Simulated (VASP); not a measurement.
# AgI2 (P-4m2) in VASP: notebook, part 4 of 4

VASP 6.6.1. The steps go on from the part before.

## Step 6: Single point, PBEsol

This run uses another cell than the first one, of 38.91 Å³/atom, 1.144 times its volume.

INCAR

```
PREC = Accurate
ENCUT = 520
EDIFF = 1E-6
ISMEAR = 0
SIGMA = 0.1
LREAL = False
LASPH = True
NELM = 100
ALGO = Normal
ISIF = 2
LWAVE = False
LCHARG = False
GGA = PS
NBANDS = 20
```

KPOINTS

```
regular mesh
0
Gamma
  4 4 4
```

POSCAR

```
AgI2
1.0
    4.2857280000      0.0000000000      0.0000000000
    0.0000000000      4.2857280000      0.0000000000
    0.0000000000      0.0000000000      6.3547810000
Ag I
1 2
Direct
    0.0000000000      0.0000000000      0.5000000000
    0.5000000000      0.0000000000      0.7777620000
    0.0000000000      0.5000000000      0.2222380000
```

Potentials or basis: VASP PAW PBE potentials, release 64 (Ag, I).

On the command line:

```sh
$ cat potpaw_PBE.64/Ag/POTCAR potpaw_PBE.64/I/POTCAR > POTCAR
$ mpirun -np 1 vasp_std > vasp.out
```

OUTCAR:

```text
PREC = Accurate
   ENCUT = 520
   EDIFF = 1E-6
   ISMEAR = 0
   LREAL = False
   LASPH = True
   NELM = 100
   ISIF = 2
   GGA = PS

 ion  position               nearest neighbor table
   1  0.000  0.000  0.500-   2 2.78   3 2.78   3 2.78   2 2.78
   2  0.500  0.000  0.778-   1 2.78   1 2.78
   3  0.000  0.500  0.222-   1 2.78   1 2.78

  LATTYP: Found a simple tetragonal cell.
 ALAT       =     4.2857280000
 C/A-ratio  =     1.4827774884

  Lattice vectors:

 A1 = (   4.2857280000,   0.0000000000,   0.0000000000)
 A2 = (   0.0000000000,   4.2857280000,   0.0000000000)
 A3 = (   0.0000000000,   0.0000000000,   6.3547810000)

Analysis of symmetry for initial positions (statically):
=====================================================================
 Subroutine PRICEL returns:
 Original cell was already a primitive cell.

 Routine SETGRP: Setting up the symmetry group for a
 simple tetragonal supercell.

 Subroutine GETGRP returns: Found  8 space group operations
 (whereof  8 operations were pure point group operations)
 out of a pool of 16 trial point group operations.

The static configuration has the point symmetry D_2d.

Analysis of symmetry for dynamics (positions and initial velocities):
=====================================================================
 Subroutine PRICEL returns:
 Original cell was already a primitive cell.

 Routine SETGRP: Setting up the symmetry group for a
 simple tetragonal supercell.

 Subroutine GETGRP returns: Found  8 space group operations
 (whereof  8 operations were pure point group operations)
 out of a pool of 16 trial point group operations.

The dynamic configuration has the point symmetry D_2d.

 Subroutine INISYM returns: Found  8 space group operations
 (whereof  8 operations are pure point group operations),
 and found     1 'primitive' translations

----------------------------------------------------------------------------------------

                                     Primitive cell

  volume of cell :     116.7212

  direct lattice vectors                    reciprocal lattice vectors
     4.285728000  0.000000000  0.000000000     0.233332587  0.000000000  0.000000000
     0.000000000  4.285728000  0.000000000     0.000000000  0.233332587  0.000000000
     0.000000000  0.000000000  6.354781000     0.000000000  0.000000000  0.157361835

  length of vectors
     4.285728000  4.285728000  6.354781000     0.233332587  0.233332587  0.157361835

  position of ions in fractional coordinates (direct lattice)
     0.000000000  0.000000000  0.500000000
     0.500000000  0.000000000  0.777762000
     0.000000000  0.500000000  0.222238000

  ion indices of the primitive-cell ions
   primitive index   ion index
                 1           1
                 2           2
                 3           3

----------------------------------------------------------------------------------------

 KPOINTS: regular mesh

Automatic generation of k-mesh.
 Grid dimensions read from file:
 generate k-points for:    4    4    4

 Generating k-lattice:

  Cartesian coordinates                     Fractional coordinates (reciprocal lattice)
     0.058333147  0.000000000  0.000000000     0.250000000  0.000000000  0.000000000
     0.000000000  0.058333147  0.000000000     0.000000000  0.250000000  0.000000000
     0.000000000  0.000000000  0.039340459     0.000000000  0.000000000  0.250000000

  Length of vectors
     0.058333147  0.058333147  0.039340459

  Shift w.r.t. Gamma in fractional coordinates (k-lattice)
     0.000000000  0.000000000  0.000000000

 Subroutine IBZKPT returns following result:
 ===========================================

 Found     18 irreducible k-points:

 Following reciprocal coordinates:
            Coordinates               Weight
  0.000000  0.000000  0.000000      1.000000
  0.250000  0.000000  0.000000      4.000000
  0.500000  0.000000  0.000000      2.000000
  0.250000  0.250000  0.000000      4.000000
  0.500000  0.250000  0.000000      4.000000
  0.500000  0.500000  0.000000      1.000000
[... 10 lines left out ...]
  0.500000  0.250000  0.500000      4.000000
  0.500000  0.500000  0.500000      1.000000
   k-points           NKPTS =     18   k-points in BZ     NKDIM =     18   number of bands    NBANDS=     20
   number of dos      NEDOS =    301   number of ions     NIONS =      3
   total plane-waves  NPLWV =  49152
   dimension x,y,z NGX =    32 NGY =   32 NGZ =   48
   dimension x,y,z NGXF=    64 NGYF=   64 NGZF=   96
   ions per type =               1   2
   NGX,Y,Z   is equivalent  to a cutoff of  12.41, 12.41, 12.56 a.u.
   NGXF,Y,Z  is equivalent  to a cutoff of  24.83, 24.83, 25.11 a.u.
 SYSTEM =  unknown system
   PREC   = accura    normal or accurate (medium, high low for compatibility)
   ISTART =      0    job   : 0-new  1-cont  2-samecut
   ICHARG =      2    charge: 1-file 2-atom 10-const
   ISPIN  =      1    spin polarized calculation?
   LNONCOLLINEAR =      F non collinear calculations
   LSORBIT =      F    spin-orbit coupling
   LASPH  =      T    aspherical Exc in radial PAW
   ENCUT  =  520.0 eV  38.22 Ry    6.18 a.u.   7.97  7.97 11.82*2*pi/ulx,y,z
   NELM   =    100;   NELMIN=  2; NELMDL= -5     # of ELM steps
   EDIFF  = 0.1E-05   stopping-criterion for ELM
   LREAL  =      F    real-space projection
   EDIFFG = 0.1E-04   stopping-criterion for IOM
   NSW    =      0    number of steps for IOM
   IBRION =     -1    ionic relax: 0-MD 1-quasi-New 2-CG
   NFREE  =      0    steps in history (QN), initial steepest desc. (CG)
   ISIF   =      2    stress and relaxation
   ISYM   =      2    0-nonsym 1-usesym 2-fastsym
   POTIM  = 0.5000    time-step for ionic-motion
   TEBEG  =    0.0;   TEEND  =   0.0 temperature during run
   PSTRESS=    0.0 pullay stress
   NELECT =      25.0000    total number of electrons
   NUPDOWN=      -1.0000    fix difference up-down
   EMIN   =  10.00;   EMAX   =-10.00  energy-range for DOS
   EFERMI =   0.00;   METHOD = LEGACY
   ISMEAR =     0;   SIGMA  =   0.10  broadening in eV -4-tet -1-fermi 0-gaus
   EFERMI_NEDOS =   21; number of points for ismear=-14 and -15
   IALGO  =     38    algorithm
   IMIX   =      4    mixing-type and parameters
     AMIX     =   0.40;   BMIX     =  1.00
     AMIX_MAG =   1.60;   BMIX_MAG =  1.00
  volume/ion in A,a.u.               =      38.91       262.56
  Fermi-wavevector in a.u.,A,eV,Ry     =   0.979501  1.850989 13.053733  0.959422
  Thomas-Fermi vector in A             =   2.110359
   LORBIT       =      0    0 simple, 1 ext, 2 COOP (PROOUT), +10 PAW based schemes
   GGA     = PS    functional components
   LHFCALC =     F    Hartree Fock is set to
   AEXX    =    0.0000 exact exchange contribution
   IVDW    =     0    specifies the selected vdW correction
   LEPSILON=     F    determine dielectric tensor
   LRPA    =     F    only Hartree local field effects (RPA)
 non-spin polarized calculation
 Gauss-broadening in eV      SIGMA  =   0.10
  energy-cutoff  :      520.00
  volume of cell :      116.72
 maximum number of plane-waves:      3176
 NGX is ok and might be reduce to    32
   NGX = 15   NGY = 15   NGZ = 23

 number of electron      24.9999995 magnetization

 Free energy of the ion-electron system (eV)
  ---------------------------------------------------
  ext. energy  EPLUGINS =         0.00000000
  ---------------------------------------------------
  free energy    TOTEN  =        -6.79496168 eV

  energy without entropy =       -6.77433155  energy(sigma->0) =       -6.78464662

 E-fermi :   1.8645     XC(G=0):  -8.3148

 val. band max:        1.8151816968   @ k =   0.2500   0.0000   0.5000
 cond. band min:       1.9030714985   @ k =   0.2500   0.0000   0.2500
 fundamental gap:      0.0878898017
 Fermi energy:         1.8645388591

 k-point     1 :       0.0000    0.0000    0.0000
  band No.  band energies     occupation
      1     -10.2513      2.00000
      2      -9.7024      2.00000
      3      -1.9554      2.00000
      4      -1.9554      2.00000
      5      -1.8603      2.00000
      6      -1.6398      2.00000
[... 12 lines left out ...]
     19       9.7493      0.00000
     20      11.7834      0.00000
[... 369 lines left out ...]
 k-point    18 :       0.5000    0.5000    0.5000
  band No.  band energies     occupation
      1      -9.6720      2.00000
      2      -9.6720      2.00000
      3      -1.9360      2.00000
      4      -1.6612      2.00000
      5      -1.6146      2.00000
      6      -1.4244      2.00000
[... 12 lines left out ...]
     19       9.8622      0.00000
     20       9.9887      0.00000

------------------------ aborting loop because EDIFF is reached ----------------------------------------

  FORCE on cell =-STRESS in cart. coord.  units (eV):
  Direction    XX          YY          ZZ          XY          YZ          ZX
  --------------------------------------------------------------------------------------
  -------------------------------------------------------------------------------------
  Total       -1.5940317     -1.5940317     -1.6634719      0.0000000      0.0000000      0.0000000
  in kB      -21.8805256    -21.8805256    -22.8336979      0.0000000      0.0000000      0.0000000
  external PRESSURE =     -22.1982497 kB  Pullay stress =       0.0000000 kB

 VOLUME and BASIS-vectors are now :
 -----------------------------------------------------------------------------
  energy-cutoff  :      520.00
  volume of cell :      116.72
      direct lattice vectors                 reciprocal lattice vectors
     4.285728000  0.000000000  0.000000000     0.233332587  0.000000000  0.000000000
     0.000000000  4.285728000  0.000000000     0.000000000  0.233332587  0.000000000
     0.000000000  0.000000000  6.354781000     0.000000000  0.000000000  0.157361835

 POSITION                                       TOTAL-FORCE (eV/Angst)
 -----------------------------------------------------------------------------------
      0.00000      0.00000      3.17739         0.000000      0.000000     -0.000000
      2.14286      0.00000      4.94251        -0.000000      0.000000     -0.242235
      0.00000      2.14286      1.41227        -0.000000     -0.000000      0.242235
 -----------------------------------------------------------------------------------
    total drift:                                0.000000      0.000000     -0.000000

  FREE ENERGIE OF THE ION-ELECTRON SYSTEM (eV)
  ---------------------------------------------------
  free  energy   TOTEN  =        -6.7949616838 eV

  energy  without entropy=       -6.7743315533  energy(sigma->0) =       -6.78464662
```

stdout:

```text
POSCAR found type information on POSCAR AgI
 POSCAR found :  2 types and       3 ions
 scaLAPACK will be used
 -----------------------------------------------------------------------------
|                                                                             |
|                                                                             |
|     You enforced a specific xc type in the INCAR file but a different       |
|     I HOPE YOU KNOW WHAT YOU ARE DOING!                                     |
|                                                                             |
 -----------------------------------------------------------------------------

 LDA part: xc-table for (Slater+PW92), standard interpolation
 POSCAR, INCAR and KPOINTS ok, starting setup
 FFT: planning ... GRIDC
 FFT: planning ... GRID_SOFT
 FFT: planning ... GRID
 WAVECAR not read
 entering main loop
```

It took 46 s on 1 thread of Intel Xeon Platinum 8259CL at 2.50GHz (Skylake/Cascade Lake), shared host; peak memory 0.22 GiB.

What came out:

* Free energy: -6.7950 eV
* Pressure: -2.2 GPa
* Largest force: 0.242 eV/Å

Forces in eV/Å, atoms in the order of the input:
```
Ag   0.000  0.000  0.000
I    0.000  0.000 -0.242
I    0.000  0.000  0.242
```

Levels at points of the mesh, in eV from the Fermi level:
```csv
k point,band 9,band 10,band 11,band 12,band 13,band 14,band 15,band 16,band 17,band 18
"(0.00, 0.00, 0.00)",-1.09,-1.09,0.13,0.46,0.46,2.96,4.85,6.01,7.47,7.47
"(0.50, 0.00, 0.00)",-1.79,-1.22,-1.18,-0.13,-0.13,4.91,6.27,6.51,7.28,8.07
"(0.50, 0.50, 0.00)",-1.59,-1.51,-1.03,-1.03,-0.98,3.81,4.57,4.57,6.37,10.56
"(0.00, 0.00, 0.50)",-0.84,-0.64,-0.64,-0.08,-0.08,4.63,4.95,6.59,6.72,7.70
"(0.50, 0.00, 0.50)",-2.75,-0.28,-0.18,-0.14,-0.07,3.56,5.40,7.15,7.27,7.75
"(0.50, 0.50, 0.50)",-2.15,-1.91,-1.29,-1.29,-0.85,5.51,6.10,6.10,7.54,8.00
```

Caveat: the k points lie up to 0.37 Å⁻¹ apart; the PAW data sets were made with another functional, which shifts forces and pressure a little; spin-orbit coupling is left out, which moves the levels of the heavy elements; an odd number of electrons without spin polarisation forces a metal; a magnetic or distorted state may lie lower.

## Step 7: Summary

```tsv
task	cell	k mesh	cutoff (eV)	gap on the mesh (eV)	pressure (GPa)	relaxed volume (Å³/atom)	largest force (eV/Å)
single point	a = 4.063, b = 4.063, c = 6.183 Å, 3 atoms	10 × 10 × 8	520	none	0.0	-	0.01
relaxation of cell and atoms	relaxed from a = 4.286, b = 4.286, c = 6.355 Å, 3 atoms	10 × 10 × 8	600	none	0.0	34.05	-
relaxation of cell and atoms	relaxed from a = 4.063, b = 4.063, c = 6.183 Å, 3 atoms	10 × 10 × 8	600	none	0.0	33.99	-
single point	a = 4.286, b = 4.286, c = 6.355 Å, 3 atoms	4 × 4 × 4	520	none	-2.2	-	0.24
```

Alike in all rows: level PBEsol; potentials or basis VASP PAW PBE potentials, release 64 (Ag, I); no spin polarisation; smearing gaussian 0.1 eV.

Caveats: some runs use coarse meshes; the PAW data sets were made with another functional, which shifts forces and pressure a little; spin-orbit coupling is left out, which moves the levels of the heavy elements; an odd number of electrons without spin polarisation forces a metal; a magnetic or distorted state may lie lower.

Total energies depend on the potentials used, so only differences within one code and one set of settings carry meaning.
